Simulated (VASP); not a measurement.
# Cs (I4_1/amd) in VASP: single point with LDA

Aim: the single point of Cs with LDA.

All numbers are computed with VASP 6.6.1; they aren't measurements. Logs are shortened: lines on timing, memory, paths and dates and some standing lists are left out, and cuts for length are marked.

### 1 The cell of the first run

It takes space group I4_1/amd (No. 141, tetragonal). Conventional cell: a = 5.108 Å, b = 5.108 Å, c = 19.192 Å, α = 90.00°, β = 90.00°, γ = 90.00°.

### 2 Single point, LDA

POSCAR

```
Cs
1.0
    0.0000000000     -5.1076926052      0.0000000000
    5.1076926052      0.0000000000      0.0000000000
   -2.5538463026      2.5538463026      9.5960667852
Cs
2
Direct
    0.2500000000      0.7500000000      0.5000000000
    0.5000000000      0.5000000000      0.0000000000
```

INCAR.step1

```
PREC = Accurate ; ENCUT = 520
EDIFF = 1E-7 ; ISMEAR = 0
SIGMA = 0.05 ; LREAL = False
LASPH = True ; NELM = 60
ALGO = Fast ; ISIF = 2
LWAVE = False ; LCHARG = True
NBANDS = 16
```

KPOINTS.step1

```
regular mesh
0
Gamma
  8 8 8
```

INCAR.step2

```
PREC = Accurate ; ENCUT = 520
EDIFF = 1E-7 ; ISMEAR = -5
SIGMA = 0.05 ; LREAL = False
LASPH = True ; NELM = 60
ALGO = Fast ; ISIF = 2
LWAVE = False ; LCHARG = False
LORBIT = 10 ; NEDOS = 1001
ICHARG = 11
```

KPOINTS.step2

```
regular mesh
0
Gamma
  12 12 12
```

Potentials or basis: VASP PAW LDA potentials, release 64 (Cs_sv).

Launch:

```sh
$ cat potpaw_LDA.64/Cs_sv/POTCAR > POTCAR
$ cp INCAR.step1 INCAR
$ cp KPOINTS.step1 KPOINTS
$ mpirun -np 1 vasp_std > vasp.out
$ cp INCAR.step2 INCAR
$ cp KPOINTS.step2 KPOINTS
$ mpirun -np 1 vasp_std > vasp.out
```

OUTCAR:

```text
PREC = Accurate
   ENCUT = 520
   EDIFF = 1E-7
   ISMEAR = -5
   LREAL = False
   LASPH = True
   NELM = 60
   ISIF = 2
   LORBIT = 10
   ICHARG = 11

 ion  position               nearest neighbor table
   1  0.250  0.750  0.500-
   2  0.500  0.500  0.000-

  LATTYP: Found a body centered tetragonal cell.
 ALAT       =     5.1076926052
 C/A-ratio  =     3.7574958115

  Lattice vectors:

 A1 = (  -2.5538463026,  -2.5538463026,  -9.5960667852)
 A2 = (   2.5538463026,   2.5538463026,  -9.5960667852)
 A3 = (   2.5538463026,  -2.5538463026,   9.5960667852)

Analysis of symmetry for initial positions (statically):
=====================================================================
 Subroutine PRICEL returns:
 Original cell was already a primitive cell.

 Routine SETGRP: Setting up the symmetry group for a
 body centered tetragonal supercell.

 Subroutine GETGRP returns: Found 16 space group operations
 (whereof  8 operations were pure point group operations)
 out of a pool of 16 trial point group operations.

The static configuration has the point symmetry D_2d.
 The point group associated with its full space group is D_4h.

Analysis of symmetry for dynamics (positions and initial velocities):
=====================================================================
 Subroutine PRICEL returns:
 Original cell was already a primitive cell.

 Routine SETGRP: Setting up the symmetry group for a
 body centered tetragonal supercell.

 Subroutine GETGRP returns: Found 16 space group operations
 (whereof  8 operations were pure point group operations)
 out of a pool of 16 trial point group operations.

The dynamic configuration has the point symmetry D_2d.
 The point group associated with its full space group is D_4h.

 Subroutine INISYM returns: Found 16 space group operations
 (whereof  8 operations are pure point group operations),
 and found     1 'primitive' translations

----------------------------------------------------------------------------------------

                                     Primitive cell

  volume of cell :     250.3472

  direct lattice vectors                    reciprocal lattice vectors
     0.000000000 -5.107692605  0.000000000     0.000000000 -0.195783121  0.052104681
     5.107692605  0.000000000  0.000000000     0.195783121  0.000000000  0.052104681
    -2.553846303  2.553846303  9.596066785     0.000000000  0.000000000  0.104209362

  length of vectors
     5.107692605  5.107692605 10.253231667     0.202597947  0.202597947  0.104209362

  position of ions in fractional coordinates (direct lattice)
     0.250000000  0.750000000  0.500000000
     0.500000000  0.500000000  0.000000000

  ion indices of the primitive-cell ions
   primitive index   ion index
                 1           1
                 2           2

----------------------------------------------------------------------------------------

 KPOINTS: regular mesh

Automatic generation of k-mesh.
 Grid dimensions read from file:
 generate k-points for:   12   12   12

 Generating k-lattice:

  Cartesian coordinates                     Fractional coordinates (reciprocal lattice)
     0.000000000 -0.016315260  0.004342057     0.083333333  0.000000000  0.000000000
     0.016315260  0.000000000  0.004342057     0.000000000  0.083333333  0.000000000
     0.000000000  0.000000000  0.008684114     0.000000000  0.000000000  0.083333333

  Length of vectors
     0.016883162  0.016883162  0.008684114

  Shift w.r.t. Gamma in fractional coordinates (k-lattice)
     0.000000000  0.000000000  0.000000000

 TETIRR: Found   4878 inequivalent tetrahedra from    10368

 Subroutine IBZKPT returns following result:
 ===========================================

 Found    163 irreducible k-points:

 Following reciprocal coordinates:
            Coordinates               Weight
  0.000000  0.000000  0.000000      1.000000
  0.083333  0.000000 -0.000000      8.000000
  0.166667  0.000000 -0.000000      8.000000
  0.250000  0.000000 -0.000000      8.000000
  0.333333  0.000000 -0.000000      8.000000
  0.416667  0.000000 -0.000000      8.000000
[... 16 lines left out ...]
  0.500000  0.166667 -0.000000     16.000000
 -0.416667  0.166667  0.000000     16.000000
 [... further k-points ...]
   k-points           NKPTS =    163   k-points in BZ     NKDIM =    163   number of bands    NBANDS=     13
   number of dos      NEDOS =   1001   number of ions     NIONS =      2
   total plane-waves  NPLWV = 128000
   dimension x,y,z NGX =    40 NGY =   40 NGZ =   80
   dimension x,y,z NGXF=    80 NGYF=   80 NGZF=  160
   ions per type =               2
   NGX,Y,Z   is equivalent  to a cutoff of  13.02, 13.02, 12.97 a.u.
   NGXF,Y,Z  is equivalent  to a cutoff of  26.04, 26.04, 25.94 a.u.
 SYSTEM =  unknown system
   PREC   = accura    normal or accurate (medium, high low for compatibility)
   ISTART =      0    job   : 0-new  1-cont  2-samecut
   ICHARG =     11    charge: 1-file 2-atom 10-const
   ISPIN  =      1    spin polarized calculation?
   LNONCOLLINEAR =      F non collinear calculations
   LSORBIT =      F    spin-orbit coupling
   LASPH  =      T    aspherical Exc in radial PAW
   ENCUT  =  520.0 eV  38.22 Ry    6.18 a.u.   9.50  9.50 19.06*2*pi/ulx,y,z
   NELM   =     60;   NELMIN=  2; NELMDL=  0     # of ELM steps
   EDIFF  = 0.1E-06   stopping-criterion for ELM
   LREAL  =      F    real-space projection
   EDIFFG = 0.1E-05   stopping-criterion for IOM
   NSW    =      0    number of steps for IOM
   IBRION =     -1    ionic relax: 0-MD 1-quasi-New 2-CG
   NFREE  =      0    steps in history (QN), initial steepest desc. (CG)
   ISIF   =      2    stress and relaxation
   ISYM   =      2    0-nonsym 1-usesym 2-fastsym
   POTIM  = 0.5000    time-step for ionic-motion
   TEBEG  =    0.0;   TEEND  =   0.0 temperature during run
   PSTRESS=    0.0 pullay stress
   NELECT =      18.0000    total number of electrons
   NUPDOWN=      -1.0000    fix difference up-down
   EMIN   =  10.00;   EMAX   =-10.00  energy-range for DOS
   EFERMI =   0.00;   METHOD = LEGACY
   ISMEAR =    -5;   SIGMA  =   0.05  broadening in eV -4-tet -1-fermi 0-gaus
   EFERMI_NEDOS =   21; number of points for ismear=-14 and -15
   IALGO  =     68    algorithm
   IMIX   =      4    mixing-type and parameters
     AMIX     =   0.40;   BMIX     =  1.00
     AMIX_MAG =   1.60;   BMIX_MAG =  1.00
  volume/ion in A,a.u.               =     125.17       844.71
  Fermi-wavevector in a.u.,A,eV,Ry     =   0.680745  1.286422  6.305135  0.463414
  Thomas-Fermi vector in A             =   1.759326
   LORBIT       =     10    0 simple, 1 ext, 2 COOP (PROOUT), +10 PAW based schemes
   GGA     = CA    functional components
   LHFCALC =     F    Hartree Fock is set to
   AEXX    =    0.0000 exact exchange contribution
   IVDW    =     0    specifies the selected vdW correction
   LEPSILON=     F    determine dielectric tensor
   LRPA    =     F    only Hartree local field effects (RPA)
 non-spin polarized calculation
 RMM-DIIS sequential band-by-band and
 Fermi weights with tetrahedron method with Bloechl corrections
  energy-cutoff  :      520.00
  volume of cell :      250.35
 maximum number of plane-waves:      6816
 NGX is ok and might be reduce to    40

 number of electron      17.9999999 magnetization

 Free energy of the ion-electron system (eV)
  ---------------------------------------------------
  ext. energy  EPLUGINS =         0.00000000
  ---------------------------------------------------
  free energy    TOTEN  =        -1.81442516 eV

  energy without entropy =       -1.81442516  energy(sigma->0) =       -1.81442516

 E-fermi :   0.0952     XC(G=0):  -5.3152

 val. band max:        0.0770024454   @ k =  -0.4167   0.2500   0.0000
 cond. band min:       0.0848273913   @ k =  -0.3333  -0.3333   0.0833
 fundamental gap:      0.0078249458
 Fermi energy:         0.0952208717

 k-point     1 :       0.0000    0.0000    0.0000
  band No.  band energies     occupation
      1     -23.8388      2.00000
      2     -23.8344      2.00000
      3     -10.6953      2.00000
      4     -10.5791      2.00000
      5     -10.5742      2.00000
      6     -10.5742      2.00000
      7     -10.5691      2.00000
      8     -10.5691      2.00000
      9      -1.4965      2.00000
     10      -0.0600      2.00000
     11       0.7239      0.00000
     12       1.6010      0.00000
     13       1.6044      0.00000

 k-point     2 :       0.0833    0.0000   -0.0000
  band No.  band energies     occupation
      1     -23.8384      2.00000
      2     -23.8341      2.00000
      3     -10.6930      2.00000
      4     -10.5862      2.00000
      5     -10.5786      2.00000
      6     -10.5771      2.00000
      7     -10.5737      2.00000
      8     -10.5681      2.00000
      9      -1.4382      2.00000
     10      -0.0141      2.02115
     11       0.7390      0.00000
     12       1.6143      0.00000
     13       1.6257      0.00000

 k-point     3 :       0.1667    0.0000   -0.0000
  band No.  band energies     occupation
      1     -23.8373      2.00000
      2     -23.8334      2.00000
      3     -10.6865      2.00000
      4     -10.6116      2.00000
      5     -10.6039      2.00000
      6     -10.5793      2.00000
      7     -10.5721      2.00000
      8     -10.5652      2.00000
      9      -1.2685      2.00000
     10       0.1069      0.81837
     11       0.7895      0.00000
     12       1.6053      0.00000
     13       1.6784      0.00000
[... 305 lines left out ...]
 k-point    23 :       0.5000    0.1667   -0.0000
  band No.  band energies     occupation
      1     -23.8311      2.00000
      2     -23.8293      2.00000
      3     -10.7128      2.00000
      4     -10.7061      2.00000
      5     -10.6399      2.00000
      6     -10.6039      2.00000
      7     -10.5878      2.00000
      8     -10.5867      2.00000
      9       0.1913      0.46418
     10       0.5768      0.00000
     11       0.6816      0.00000
     12       1.1848      0.00000
     13       1.5695      0.00000

 k-point    24 :      -0.4167    0.1667    0.0000
  band No.  band energies     occupation
      1     -23.8317      2.00000
      2     -23.8294      2.00000
      3     -10.7038      2.00000
      4     -10.6978      2.00000
      5     -10.6459      2.00000
      6     -10.6029      2.00000
      7     -10.5894      2.00000
      8     -10.5834      2.00000
      9      -0.1266      2.03586
     10       0.7217      0.00000
     11       0.9216      0.00000
     12       1.1830      0.00000
     13       1.4630      0.00000

 [... further k-points ...]
[... 5 lines left out ...]
  --------------------------------------------------------------------------------------
  -------------------------------------------------------------------------------------
  Total       -0.4094801     -0.4094801     -0.6821032      0.0000000      0.0000000      0.0000000
  in kB       -2.6205990     -2.6205990     -4.3653386      0.0000000      0.0000000      0.0000000
  external PRESSURE =      -3.2021789 kB  Pullay stress =       0.0000000 kB

 VOLUME and BASIS-vectors are now :
 -----------------------------------------------------------------------------
  energy-cutoff  :      520.00
  volume of cell :      250.35
      direct lattice vectors                 reciprocal lattice vectors
     0.000000000 -5.107692605  0.000000000     0.000000000 -0.195783121  0.052104681
     5.107692605  0.000000000  0.000000000     0.195783121  0.000000000  0.052104681
    -2.553846303  2.553846303  9.596066785     0.000000000  0.000000000  0.104209362

 POSITION                                       TOTAL-FORCE (eV/Angst)
 -----------------------------------------------------------------------------------
      2.55385      0.00000      4.79803        -0.000000      0.000000      0.000000
      2.55385     -2.55385      0.00000         0.000000     -0.000000      0.000000
 -----------------------------------------------------------------------------------
    total drift:                               -0.000000     -0.000000     -0.000000

  FREE ENERGIE OF THE ION-ELECTRON SYSTEM (eV)
  ---------------------------------------------------
  free  energy   TOTEN  =        -1.8144251599 eV

  energy  without entropy=       -1.8144251599  energy(sigma->0) =       -1.81442516

 total charge

# of ion       s       p       d       tot
------------------------------------------
    1        1.854   4.660   0.008   6.522
    2        1.854   4.660   0.008   6.522
--------------------------------------------------
tot          3.707   9.321   0.016  13.045
```

It took 6.5 min on 1 thread of Intel Xeon Platinum 8559C (Emerald Rapids), shared host; peak memory 0.56 GiB.

What came out:

```yaml
Valence_electrons_inside_the_program's_atomic_spheres: Cs 6.52
```

Caveat: spin-orbit coupling is left out, which moves the levels of the heavy elements.
